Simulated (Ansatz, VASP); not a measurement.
One calculation of Ir, two programs

```
Ir
1.0
     2.70917    0.00000    0.00000
    -1.35458    2.34621    0.00000
     0.00000    0.00000   27.06010
Ir
6
Direct
  0.16667 0.33333 0.29564
  0.50000 0.00000 0.37738
  0.83333 0.66667 0.45913
  0.16667 0.33333 0.54087
  0.50000 0.00000 0.62262
  0.83333 0.66667 0.70436
```

Alike in both runs: task single point; functional PBEsol; k mesh 14 × 14 × 1; occupations fermi-dirac, width 0.08 eV; no spin polarisation.

|  | VASP | Ansatz |
| --- | --- | --- |
| version | VASP 6.6.1 | Ansatz 0.2.0 |
| potentials or method | VASP PAW PBE potentials, release 64 (Ir), cutoff 520 eV | all-electron LAPW, scalar-relativistic |

Ansatz gave:

- rms of the force components (eV/Å): 0.205

Question: Estimate VASP's values.

Answer: rms of the force components (eV/Å): 0.194.

VASP's potentials were made for PBE, not for PBEsol. Atom by atom the forces differ by 0.015 eV/Å (rms over components). Ansatz ran all-electron here, and VASP with PAW potentials.

Spin-orbit coupling is off throughout.
